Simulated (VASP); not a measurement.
# TlCl (Pm-3m) in VASP: notebook

Runs on TlCl. Level: r2SCAN. Tasks: single point, relaxation of cell and atoms.

Program: VASP 6.6.1. These are calculated values, not measurements. Logs are shortened: lines on timing, memory, paths and dates and some standing lists are left out, and cuts for length are marked.

## (1) The cell of the first run

The structure is cubic, space group Pm-3m (No. 221). The conventional cell has a = 3.838 Å, b = 3.838 Å, c = 3.838 Å, α = 90.00°, β = 90.00°, γ = 90.00°. Tl (site symmetry m-3m) has 8 Cl at 3.32 Å and 6 Tl at 3.84 Å within 4.4 Å. Cl (site symmetry m-3m) has 8 Tl at 3.32 Å and 6 Cl at 3.84 Å within 4.4 Å.

## (2) Single point, r2SCAN

Input file POSCAR:

```
TlCl
1.0
    3.8377434673      0.0000000000      0.0000000000
    0.0000000000      3.8377434673      0.0000000000
    0.0000000000      0.0000000000      3.8377434673
Tl Cl
1 1
Direct
    0.0000000000      0.0000000000      0.0000000000
    0.5000000000      0.5000000000      0.5000000000
```

Input file INCAR.step1:

```
SYSTEM = TlCl
  PREC = Accurate
  ENCUT = 550
  ISMEAR = -1
  SIGMA = 0.1
  LREAL = .FALSE.
  LASPH = .TRUE.
  NELM = 120
  NBANDS = 17
  GGA = PE
  ALGO = Normal
  EDIFF = 1E-5
  LWAVE = .TRUE.
  LCHARG = .FALSE.
  GGA_COMPAT = .FALSE.
```

Input file INCAR.step2:

```
SYSTEM = TlCl
  PREC = Accurate
  ENCUT = 550
  EDIFF = 1E-6
  ISMEAR = -1
  SIGMA = 0.1
  LREAL = .FALSE.
  LASPH = .TRUE.
  NELM = 120
  ALGO = Normal
  ISIF = 2
  LWAVE = .FALSE.
  LCHARG = .FALSE.
  METAGGA = R2SCAN
  LMIXTAU = .TRUE.
  NBANDS = 17
  ISTART = 1
  GGA_COMPAT = .FALSE.
```

Input file KPOINTS:

```
Automatic mesh
0
G
  7 7 7
  0 0 0
```

Potentials or basis: VASP PAW PBE potentials, release 64 (Tl_d, Cl).

On the command line:

```
$ cat potpaw_PBE.64/Tl_d/POTCAR potpaw_PBE.64/Cl/POTCAR > POTCAR
$ cp INCAR.step1 INCAR
$ mpirun -np 1 vasp_std > vasp.out
$ cp INCAR.step2 INCAR
$ mpirun -np 1 vasp_std > vasp.out
```

OUTCAR:

```text
SYSTEM = TlCl
   PREC = Accurate
   ENCUT = 550
   EDIFF = 1E-6
   ISMEAR = -1
   LREAL = .FALSE.
   LASPH = .TRUE.
   NELM = 120
   ISIF = 2
   METAGGA = R2SCAN
   ISTART = 1

 ion  position               nearest neighbor table
   1  0.000  0.000  0.000-   2 3.32   2 3.32   2 3.32   2 3.32   2 3.32   2 3.32   2 3.32   2 3.32

   2  0.500  0.500  0.500-   1 3.32   1 3.32   1 3.32   1 3.32   1 3.32   1 3.32   1 3.32   1 3.32

  LATTYP: Found a simple cubic cell.
 ALAT       =     3.8377434673

  Lattice vectors:

 A1 = (   3.8377434673,   0.0000000000,   0.0000000000)
 A2 = (   0.0000000000,   3.8377434673,   0.0000000000)
 A3 = (   0.0000000000,   0.0000000000,   3.8377434673)

Analysis of symmetry for initial positions (statically):
=====================================================================
 Subroutine PRICEL returns:
 Original cell was already a primitive cell.

 Routine SETGRP: Setting up the symmetry group for a
 simple cubic supercell.

 Subroutine GETGRP returns: Found 48 space group operations
 (whereof 48 operations were pure point group operations)
 out of a pool of 48 trial point group operations.

The static configuration has the point symmetry O_h .

Analysis of symmetry for dynamics (positions and initial velocities):
=====================================================================
 Subroutine PRICEL returns:
 Original cell was already a primitive cell.

 Routine SETGRP: Setting up the symmetry group for a
 simple cubic supercell.

 Subroutine GETGRP returns: Found 48 space group operations
 (whereof 48 operations were pure point group operations)
 out of a pool of 48 trial point group operations.

The dynamic configuration has the point symmetry O_h .

 Subroutine INISYM returns: Found 48 space group operations
 (whereof 48 operations are pure point group operations),
 and found     1 'primitive' translations

----------------------------------------------------------------------------------------

                                     Primitive cell

  volume of cell :      56.5233

  direct lattice vectors                    reciprocal lattice vectors
     3.837743467  0.000000000  0.000000000     0.260569788  0.000000000  0.000000000
     0.000000000  3.837743467  0.000000000     0.000000000  0.260569788  0.000000000
     0.000000000  0.000000000  3.837743467     0.000000000  0.000000000  0.260569788

  length of vectors
     3.837743467  3.837743467  3.837743467     0.260569788  0.260569788  0.260569788

  position of ions in fractional coordinates (direct lattice)
     0.000000000  0.000000000  0.000000000
     0.500000000  0.500000000  0.500000000

  ion indices of the primitive-cell ions
   primitive index   ion index
                 1           1
                 2           2

----------------------------------------------------------------------------------------

 KPOINTS: Automatic mesh

Automatic generation of k-mesh.
 Grid dimensions read from file:
 generate k-points for:    7    7    7

 Generating k-lattice:

  Cartesian coordinates                     Fractional coordinates (reciprocal lattice)
     0.037224255  0.000000000  0.000000000     0.142857143  0.000000000  0.000000000
     0.000000000  0.037224255  0.000000000     0.000000000  0.142857143  0.000000000
     0.000000000  0.000000000  0.037224255     0.000000000  0.000000000  0.142857143

  Length of vectors
     0.037224255  0.037224255  0.037224255

  Shift w.r.t. Gamma in fractional coordinates (k-lattice)
     0.000000000  0.000000000  0.000000000

 Subroutine IBZKPT returns following result:
 ===========================================

 Found     20 irreducible k-points:

 Following reciprocal coordinates:
            Coordinates               Weight
  0.000000  0.000000  0.000000      1.000000
  0.142857  0.000000  0.000000      6.000000
  0.285714  0.000000  0.000000      6.000000
  0.428571  0.000000  0.000000      6.000000
  0.142857  0.142857  0.000000     12.000000
  0.285714  0.142857  0.000000     24.000000
[... 12 lines left out ...]
  0.428571  0.428571  0.285714     24.000000
  0.428571  0.428571  0.428571      8.000000
   k-points           NKPTS =     20   k-points in BZ     NKDIM =     20   number of bands    NBANDS=     17
   number of dos      NEDOS =    301   number of ions     NIONS =      2
   total plane-waves  NPLWV =  27000
   dimension x,y,z NGX =    30 NGY =   30 NGZ =   30
   dimension x,y,z NGXF=    60 NGYF=   60 NGZF=   60
   ions per type =               1   1
   NGX,Y,Z   is equivalent  to a cutoff of  13.00, 13.00, 13.00 a.u.
   NGXF,Y,Z  is equivalent  to a cutoff of  25.99, 25.99, 25.99 a.u.
 SYSTEM =  TlCl
   PREC   = accura    normal or accurate (medium, high low for compatibility)
   ISTART =      1    job   : 0-new  1-cont  2-samecut
   ICHARG =      0    charge: 1-file 2-atom 10-const
   ISPIN  =      1    spin polarized calculation?
   LNONCOLLINEAR =      F non collinear calculations
   LSORBIT =      F    spin-orbit coupling
   LASPH  =      T    aspherical Exc in radial PAW
   ENCUT  =  550.0 eV  40.42 Ry    6.36 a.u.   7.34  7.34  7.34*2*pi/ulx,y,z
   NELM   =    120;   NELMIN=  2; NELMDL=  0     # of ELM steps
   EDIFF  = 0.1E-05   stopping-criterion for ELM
   LREAL  =      F    real-space projection
[... 7 lines left out ...]
   TEBEG  =    0.0;   TEEND  =   0.0 temperature during run
   PSTRESS=    0.0 pullay stress
   NELECT =      20.0000    total number of electrons
   NUPDOWN=      -1.0000    fix difference up-down
   EMIN   =  10.00;   EMAX   =-10.00  energy-range for DOS
   EFERMI =   0.00;   METHOD = LEGACY
   ISMEAR =    -1;   SIGMA  =   0.10  broadening in eV -4-tet -1-fermi 0-gaus
   EFERMI_NEDOS =   21; number of points for ismear=-14 and -15
   IALGO  =     38    algorithm
   IMIX   =      4    mixing-type and parameters
     AMIX     =   0.40;   BMIX     =  1.00
     AMIX_MAG =   1.60;   BMIX_MAG =  1.00
  volume/ion in A,a.u.               =      28.26       190.72
  Fermi-wavevector in a.u.,A,eV,Ry     =   1.157912  2.188136 18.242150  1.340760
  Thomas-Fermi vector in A             =   2.294519
   LORBIT       =      0    0 simple, 1 ext, 2 COOP (PROOUT), +10 PAW based schemes
   METAGGA = R2SCAN    functional components
   LHFCALC =     F    Hartree Fock is set to
   AEXX    =    0.0000 exact exchange contribution
   IVDW    =     0    specifies the selected vdW correction
   LEPSILON=     F    determine dielectric tensor
   LRPA    =     F    only Hartree local field effects (RPA)
 non-spin polarized calculation
  energy-cutoff  :      550.00
  volume of cell :       56.52
 maximum number of plane-waves:      1675
 NGX is ok and might be reduce to    30
   NGX = 15   NGY = 15   NGZ = 15

 number of electron      20.0000005 magnetization

 Free energy of the ion-electron system (eV)
  ---------------------------------------------------
  ext. energy  EPLUGINS =         0.00000000
  ---------------------------------------------------
  free energy    TOTEN  =       -61.54975010 eV

  energy without entropy =      -61.54975003  energy(sigma->0) =      -61.54975007

 E-fermi :   3.7341     XC(G=0):  -9.6137

 val. band max:        2.2290638083   @ k =   0.4286   0.0000   0.0000
 cond. band min:       5.1767653102   @ k =   0.4286   0.0000   0.0000
 fundamental gap:      2.9477015019
 Fermi energy:         3.7340779093

 k-point     1 :       0.0000    0.0000    0.0000
  band No.  band energies     occupation
      1     -12.0056      2.00000
      2      -7.8841      2.00000
      3      -7.8841      2.00000
      4      -7.6353      2.00000
      5      -7.6353      2.00000
      6      -7.6353      2.00000
[... 9 lines left out ...]
     16      15.6572      0.00000
     17      17.3251      0.00000

 k-point     2 :       0.1429    0.0000    0.0000
  band No.  band energies     occupation
      1     -11.9615      2.00000
      2      -7.8815      2.00000
      3      -7.8508      2.00000
      4      -7.6505      2.00000
      5      -7.6505      2.00000
      6      -7.6339      2.00000
[... 9 lines left out ...]
     16      16.7031      0.00000
     17      17.1562      0.00000

 k-point     3 :       0.2857    0.0000    0.0000
  band No.  band energies     occupation
      1     -11.8584      2.00000
      2      -7.8757      2.00000
      3      -7.7782      2.00000
      4      -7.6843      2.00000
      5      -7.6843      2.00000
      6      -7.6308      2.00000
[... 9 lines left out ...]
     16      15.9010      0.00000
     17      17.3065      0.00000

 k-point     4 :       0.4286    0.0000    0.0000
  band No.  band energies     occupation
      1     -11.7717      2.00000
      2      -7.8710      2.00000
      3      -7.7229      2.00000
      4      -7.7110      2.00000
      5      -7.7110      2.00000
      6      -7.6283      2.00000
[... 9 lines left out ...]
     16      16.3521      0.00000
     17      17.2955      0.00000

 k-point     5 :       0.1429    0.1429    0.0000
  band No.  band energies     occupation
      1     -11.9212      2.00000
      2      -7.8641      2.00000
      3      -7.8314      2.00000
      4      -7.6617      2.00000
      5      -7.6511      2.00000
      6      -7.6460      2.00000
[... 9 lines left out ...]
     16      15.7715      0.00000
     17      16.2672      0.00000

 k-point     6 :       0.2857    0.1429    0.0000
  band No.  band energies     occupation
      1     -11.8279      2.00000
      2      -7.8529      2.00000
      3      -7.7616      2.00000
      4      -7.6856      2.00000
      5      -7.6814      2.00000
      6      -7.6439      2.00000
[... 9 lines left out ...]
     16      15.5813      0.00000
     17      15.9640      0.00000
[... 201 lines left out ...]
 k-point    17 :       0.2857    0.2857    0.2857
  band No.  band energies     occupation
      1     -11.6609      2.00000
      2      -7.7365      2.00000
      3      -7.7365      2.00000
      4      -7.6957      2.00000
      5      -7.6957      2.00000
      6      -7.6628      2.00000
[... 9 lines left out ...]
     16      14.4226      0.00000
     17      18.6147      0.00000

 k-point    18 :       0.4286    0.2857    0.2857
  band No.  band energies     occupation
      1     -11.6051      2.00000
      2      -7.7694      2.00000
      3      -7.7332      2.00000
      4      -7.6939      2.00000
      5      -7.6839      2.00000
      6      -7.6287      2.00000
[... 9 lines left out ...]
     16      14.9485      0.00000
     17      18.8757      0.00000

 k-point    19 :       0.4286    0.4286    0.2857
  band No.  band energies     occupation
      1     -11.5499      2.00000
      2      -7.7753      2.00000
      3      -7.7634      2.00000
      4      -7.7232      2.00000
      5      -7.6602      2.00000
      6      -7.5889      2.00000
[... 9 lines left out ...]
     16      15.3043      0.00000
     17      19.4347      0.00000

 k-point    20 :       0.4286    0.4286    0.4286
  band No.  band energies     occupation
      1     -11.4852      2.00000
      2      -7.8027      2.00000
      3      -7.8027      2.00000
      4      -7.7781      2.00000
      5      -7.5873      2.00000
      6      -7.5873      2.00000
[... 9 lines left out ...]
     16      15.7068      0.00000
     17      20.3287      0.00000

------------------------ aborting loop because EDIFF is reached ----------------------------------------

  FORCE on cell =-STRESS in cart. coord.  units (eV):
  Direction    XX          YY          ZZ          XY          YZ          ZX
  --------------------------------------------------------------------------------------
  -------------------------------------------------------------------------------------
  Total       -0.0148933     -0.0148933     -0.0148933      0.0000000      0.0000000     -0.0000000
  in kB       -0.4221575     -0.4221575     -0.4221575      0.0000000      0.0000000     -0.0000000
  external PRESSURE =      -0.4221575 kB  Pullay stress =       0.0000000 kB

 VOLUME and BASIS-vectors are now :
 -----------------------------------------------------------------------------
  energy-cutoff  :      550.00
  volume of cell :       56.52
      direct lattice vectors                 reciprocal lattice vectors
     3.837743467  0.000000000  0.000000000     0.260569788  0.000000000  0.000000000
     0.000000000  3.837743467  0.000000000     0.000000000  0.260569788  0.000000000
     0.000000000  0.000000000  3.837743467     0.000000000  0.000000000  0.260569788

 POSITION                                       TOTAL-FORCE (eV/Angst)
 -----------------------------------------------------------------------------------
      0.00000      0.00000      0.00000         0.000000      0.000000      0.000000
      1.91887      1.91887      1.91887         0.000000      0.000000      0.000000
 -----------------------------------------------------------------------------------
    total drift:                                0.000000     -0.000000     -0.000000

  FREE ENERGIE OF THE ION-ELECTRON SYSTEM (eV)
  ---------------------------------------------------
  free  energy   TOTEN  =       -61.5497501019 eV

  energy  without entropy=      -61.5497500325  energy(sigma->0) =      -61.54975007
```

Run time: 75 s. Hardware: 1 thread of AMD EPYC 7R43 (Zen 3), shared host; peak memory 0.14 GiB.

What came out:

- Free energy: -61.5498 eV
- Pressure: 0.0 GPa
- Band gap on the k mesh: 2.95 eV, direct

Levels at points of the mesh, in eV from the valence-band top:
```csv
k point,band 6,band 7,band 8,band 9,band 10,band 11,band 12,band 13,band 14,band 15
"(0.00, 0.00, 0.00)",-9.86,-4.34,-1.43,-1.43,-1.43,8.49,8.49,8.49,8.54,8.54
```

Caveat: the PAW data sets were made with another functional, which shifts forces and pressure a little; spin-orbit coupling is left out, which moves the levels of the heavy elements.

[end of part 1 of 2]
